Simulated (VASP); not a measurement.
# V (Im-3m) in VASP: a series of runs, part 2 of 2

VASP 6.6.1. Earlier steps stand in the parts before.

### 3 Single point, PBE, collinear spin, ferromagnetic start

File INCAR:

```
SYSTEM = V
PREC     = Accurate       ! precision mode
ENCUT    = 520            ! plane-wave cutoff, eV
EDIFF    = 1E-6           ! SCF threshold, eV
ISMEAR   = 1              ! smearing method
SIGMA    = 0.1            ! smearing width, eV
LREAL    = .FALSE.        ! projectors in reciprocal space
LASPH    = .TRUE.         ! aspherical terms in the spheres
NELM     = 150            ! most SCF steps
ALGO     = Normal         ! electronic algorithm
ISIF     = 2              ! what is computed and relaxed
LWAVE    = .FALSE.        ! write WAVECAR
LCHARG   = .FALSE.        ! write CHGCAR
ISPIN    = 2              ! spin polarisation
MAGMOM   = 2              ! initial moments
LORBIT   = 11             ! projections on sites
LMAXMIX  = 4              ! l up to which the mixer works
GGA      = PE             ! functional
NBANDS   = 16             ! bands
```

File KPOINTS:

```
Automatic mesh
0
G
  17 17 17
  0 0 0
```

File POSCAR:

```
V
1.0
   -1.5143500000      1.5143500000      1.5143500000
    1.5143500000     -1.5143500000      1.5143500000
    1.5143500000      1.5143500000     -1.5143500000
V
1
Direct
    0.0000000000      0.0000000000      0.0000000000
```

Potentials or basis: VASP PAW PBE potentials, release 64 (V_sv).

Launch:

```bash
$ cat potpaw_PBE.64/V_sv/POTCAR > POTCAR
$ mpirun -np 1 vasp_std > vasp.out
```

OUTCAR:

```text
SYSTEM = V
   PREC = Accurate
   ENCUT = 520
   EDIFF = 1E-6
   ISMEAR = 1
   LREAL = .FALSE.
   LASPH = .TRUE.
   NELM = 150
   ISIF = 2
   ISPIN = 2
   LORBIT = 11
   GGA = PE

 ion  position               nearest neighbor table
   1  0.000  0.000  0.000-

  LATTYP: Found a body centered cubic cell.
 ALAT       =     3.0287000000

  Lattice vectors:

 A1 = (  -1.5143500000,   1.5143500000,   1.5143500000)
 A2 = (   1.5143500000,  -1.5143500000,   1.5143500000)
 A3 = (   1.5143500000,   1.5143500000,  -1.5143500000)

Analysis of symmetry for initial positions (statically):
=====================================================================
 Subroutine PRICEL returns:
 Original cell was already a primitive cell.

 Routine SETGRP: Setting up the symmetry group for a
 body centered cubic supercell.

 Subroutine GETGRP returns: Found 48 space group operations
 (whereof 48 operations were pure point group operations)
 out of a pool of 48 trial point group operations.

The static configuration has the point symmetry O_h .

Analysis of symmetry for dynamics (positions and initial velocities):
=====================================================================
 Subroutine PRICEL returns:
 Original cell was already a primitive cell.

 Routine SETGRP: Setting up the symmetry group for a
 body centered cubic supercell.

 Subroutine GETGRP returns: Found 48 space group operations
 (whereof 48 operations were pure point group operations)
 out of a pool of 48 trial point group operations.

The dynamic configuration has the point symmetry O_h .

Analysis of structural, dynamic, and magnetic symmetry:
=====================================================================
 Subroutine PRICEL returns:
 Original cell was already a primitive cell.

 Routine SETGRP: Setting up the symmetry group for a
 body centered cubic supercell.

 Subroutine GETGRP returns: Found 48 space group operations
 (whereof 48 operations were pure point group operations)
 out of a pool of 48 trial point group operations.

The overall configuration has the point symmetry O_h .

 Subroutine INISYM returns: Found 48 space group operations
 (whereof 48 operations are pure point group operations),
 and found     1 'primitive' translations

----------------------------------------------------------------------------------------

                                     Primitive cell

  volume of cell :      13.8912

  direct lattice vectors                    reciprocal lattice vectors
    -1.514350000  1.514350000  1.514350000     0.000000000  0.330174662  0.330174662
     1.514350000 -1.514350000  1.514350000     0.330174662  0.000000000  0.330174662
     1.514350000  1.514350000 -1.514350000     0.330174662  0.330174662  0.000000000

  length of vectors
     2.622931140  2.622931140  2.622931140     0.466937486  0.466937486  0.466937486

  position of ions in fractional coordinates (direct lattice)
     0.000000000  0.000000000  0.000000000

  ion indices of the primitive-cell ions
   primitive index   ion index
                 1           1

----------------------------------------------------------------------------------------

 KPOINTS: Automatic mesh

[... 53 lines left out ...]
   dimension x,y,z NGXF=    40 NGYF=   40 NGZF=   40
   ions per type =               1
   NGX,Y,Z   is equivalent  to a cutoff of  12.68, 12.68, 12.68 a.u.
   NGXF,Y,Z  is equivalent  to a cutoff of  25.35, 25.35, 25.35 a.u.
 SYSTEM =  V
   PREC   = accura    normal or accurate (medium, high low for compatibility)
   ISTART =      0    job   : 0-new  1-cont  2-samecut
   ICHARG =      2    charge: 1-file 2-atom 10-const
   ISPIN  =      2    spin polarized calculation?
   LNONCOLLINEAR =      F non collinear calculations
   LSORBIT =      F    spin-orbit coupling
   LASPH  =      T    aspherical Exc in radial PAW
   ENCUT  =  520.0 eV  38.22 Ry    6.18 a.u.   4.88  4.88  4.88*2*pi/ulx,y,z
   NELM   =    150;   NELMIN=  2; NELMDL= -5     # of ELM steps
   EDIFF  = 0.1E-05   stopping-criterion for ELM
   LREAL  =      F    real-space projection
   EDIFFG = 0.1E-04   stopping-criterion for IOM
   NSW    =      0    number of steps for IOM
   IBRION =     -1    ionic relax: 0-MD 1-quasi-New 2-CG
   NFREE  =      0    steps in history (QN), initial steepest desc. (CG)
   ISIF   =      2    stress and relaxation
   ISYM   =      2    0-nonsym 1-usesym 2-fastsym
   POTIM  = 0.5000    time-step for ionic-motion
   TEBEG  =    0.0;   TEEND  =   0.0 temperature during run
   PSTRESS=    0.0 pullay stress
   NELECT =      13.0000    total number of electrons
   NUPDOWN=      -1.0000    fix difference up-down
   EMIN   =  10.00;   EMAX   =-10.00  energy-range for DOS
   EFERMI =   0.00;   METHOD = LEGACY
   ISMEAR =     1;   SIGMA  =   0.10  broadening in eV -4-tet -1-fermi 0-gaus
   EFERMI_NEDOS =   21; number of points for ismear=-14 and -15
   IALGO  =     38    algorithm
   IMIX   =      4    mixing-type and parameters
     AMIX     =   0.40;   BMIX     =  1.00
     AMIX_MAG =   1.60;   BMIX_MAG =  1.00
  volume/ion in A,a.u.               =      13.89        93.74
  Fermi-wavevector in a.u.,A,eV,Ry     =   1.601313  3.026044 34.888125  2.564205
  Thomas-Fermi vector in A             =   2.698311
   LORBIT       =     11    0 simple, 1 ext, 2 COOP (PROOUT), +10 PAW based schemes
   GGA     = PE    functional components
   LHFCALC =     F    Hartree Fock is set to
   AEXX    =    0.0000 exact exchange contribution
   IVDW    =     0    specifies the selected vdW correction
   LEPSILON=     F    determine dielectric tensor
   LRPA    =     F    only Hartree local field effects (RPA)
 spin polarized calculation
 Methfessel and Paxton  Order N= 1 SIGMA  =   0.10
  energy-cutoff  :      520.00
  volume of cell :       13.89
 maximum number of plane-waves:       386
   NGX =  9   NGY =  9   NGZ =  9

 number of electron      12.9999997 magnetization       0.0002582

 Free energy of the ion-electron system (eV)
  ---------------------------------------------------
  ext. energy  EPLUGINS =         0.00000000
  ---------------------------------------------------
  free energy    TOTEN  =        -8.98312983 eV

  energy without entropy =       -8.98237818  energy(sigma->0) =       -8.98287928

 E-fermi :   9.3209     XC(G=0): -12.7400

 val. band max:        9.3199328086   @ k =  -0.3529   0.4118   0.0588
 cond. band min:       9.3416647849   @ k =   0.2353   0.0000   0.0000
 fundamental gap:      0.0217319763
 Fermi energy:         9.3208567303

 spin component 1

 k-point     1 :       0.0000    0.0000    0.0000
  band No.  band energies     occupation
      1     -54.4410      1.00000
      2     -27.7886      1.00000
      3     -27.7886      1.00000
      4     -27.7886      1.00000
      5       2.8104      1.00000
      6       9.7248     -0.00000
[... 435 lines left out ...]
      5       5.7821      1.00000
      6       8.7323      1.00000
[... 8 lines left out ...]
     15      35.7579      0.00000
     16      38.7286      0.00000

 [... further k-points ...]

 spin component 2

 k-point     1 :       0.0000    0.0000    0.0000
  band No.  band energies     occupation
      1     -54.4408      1.00000
      2     -27.7884      1.00000
      3     -27.7884      1.00000
      4     -27.7884      1.00000
      5       2.8106      1.00000
      6       9.7250     -0.00000
[... 435 lines left out ...]
      5       5.7823      1.00000
      6       8.7325      1.00000
[... 8 lines left out ...]
     15      35.7581      0.00000
     16      38.7287      0.00000

 [... further k-points ...]

------------------------ aborting loop because EDIFF is reached ----------------------------------------

  FORCE on cell =-STRESS in cart. coord.  units (eV):
  Direction    XX          YY          ZZ          XY          YZ          ZX
  --------------------------------------------------------------------------------------
  -------------------------------------------------------------------------------------
  Total       -0.4420126     -0.4420126     -0.4420126      0.0000000      0.0000000     -0.0000000
  in kB      -50.9807750    -50.9807750    -50.9807750      0.0000000      0.0000000     -0.0000000
  external PRESSURE =     -50.9807750 kB  Pullay stress =       0.0000000 kB

 VOLUME and BASIS-vectors are now :
 -----------------------------------------------------------------------------
  energy-cutoff  :      520.00
  volume of cell :       13.89
      direct lattice vectors                 reciprocal lattice vectors
    -1.514350000  1.514350000  1.514350000     0.000000000  0.330174662  0.330174662
     1.514350000 -1.514350000  1.514350000     0.330174662  0.000000000  0.330174662
     1.514350000  1.514350000 -1.514350000     0.330174662  0.330174662  0.000000000

 POSITION                                       TOTAL-FORCE (eV/Angst)
 -----------------------------------------------------------------------------------
      0.00000      0.00000      0.00000        -0.000000      0.000000      0.000000
 -----------------------------------------------------------------------------------
    total drift:                                0.000000      0.000000      0.000000

  FREE ENERGIE OF THE ION-ELECTRON SYSTEM (eV)
  ---------------------------------------------------
  free  energy   TOTEN  =        -8.9831298265 eV

  energy  without entropy=       -8.9823781810  energy(sigma->0) =       -8.98287928

 total charge

# of ion       s       p       d       tot
------------------------------------------
    1        2.333   6.213   3.051  11.598

 magnetization (x)

# of ion       s       p       d       tot
------------------------------------------
    1        0.000   0.000   0.000   0.000
```

Wall time 31 s (1 thread of Intel Xeon 6975P-C (Granite Rapids), shared host); peak memory 0.17 GiB.

Results:

| Item | Value |
| --- | --- |
| Free energy | -8.9831 eV |
| Pressure | -5.1 GPa |
| Net moment | 0.00 μB per cell |
| Valence electrons inside the program's atomic spheres | V 11.60 |

Caveat: the cell stands under tension.

### 4 Single point, PBEsol, collinear spin, ferromagnetic start

File INCAR:

```
SYSTEM = V
PREC = Accurate
ENCUT = 520
EDIFF = 1E-6
ISMEAR = -1
SIGMA = 0.1
LREAL = .FALSE.
LASPH = .TRUE.
NELM = 150
ALGO = Fast
ISIF = 2
LWAVE = .FALSE.
LCHARG = .FALSE.
ISPIN = 2
MAGMOM = 2
LORBIT = 11
LMAXMIX = 4
GGA = PS
NBANDS = 16
```

KPOINTS is that of step 3.

POSCAR is that of step 3.

Launch:

```bash
$ cat potpaw_PBE.64/V_sv/POTCAR > POTCAR
$ mpirun -np 1 vasp_std > vasp.out
```

Wall time 26 s (1 thread of Intel Xeon 6975P-C (Granite Rapids), shared host); peak memory 0.17 GiB.

Results (log left out):

| Quantity | Value |
| --- | --- |
| Free energy | -9.6279 eV |
| Pressure | -11.5 GPa |
| Net moment | 0.00 μB per cell |
| Valence electrons inside the program's atomic spheres | V 11.61 |

Levels at points of the mesh, in eV from the Fermi level:
Spin up:
```
           k point  band 5  band 6  band 7  band 8  band 9  band 10
(0.00, 0.00, 0.00)   -6.55    0.39    0.39    0.39    2.32     2.32
```
Spin down:
| k point | band 3 | band 4 | band 5 | band 6 | band 7 | band 8 | band 9 | band 10 | band 11 | band 12 |
| --- | --- | --- | --- | --- | --- | --- | --- | --- | --- | --- |
| (0.00, 0.00, 0.00) | -36.98 | -36.98 | -6.55 | 0.39 | 0.39 | 0.39 | 2.32 | 2.32 | 20.23 | 20.23 |

Caveat: the cell stands under tension; the PAW data sets were made with another functional, which shifts forces and pressure a little.

### 5 Overview

```tsv
level	k mesh	smearing	gap on the mesh (eV)	pressure (GPa)	moment (μB)
PBEsol	14 × 14 × 14	fermi-dirac 0.1 eV	none	-11.7	0.00
PBE	17 × 17 × 17	methfessel-paxton 0.1 eV	none	-5.1	0.00
PBEsol	17 × 17 × 17	fermi-dirac 0.1 eV	none	-11.5	0.00
```

Alike in all rows: task single point; potentials or basis VASP PAW PBE potentials, release 64 (V_sv); spin collinear, ferromagnetic start; cell as given; cutoff (eV) 520.

The pressure there spans -11.7 GPa (PBEsol) to -5.1 GPa (PBE); a positive pressure means that this level wants a larger cell, a negative one a smaller.

Caveats: the cell stands under tension; the PAW data sets were made with another functional, which shifts forces and pressure a little (at least some runs).

Total energies depend on the potentials used, so only differences within one code and one set of settings carry meaning.
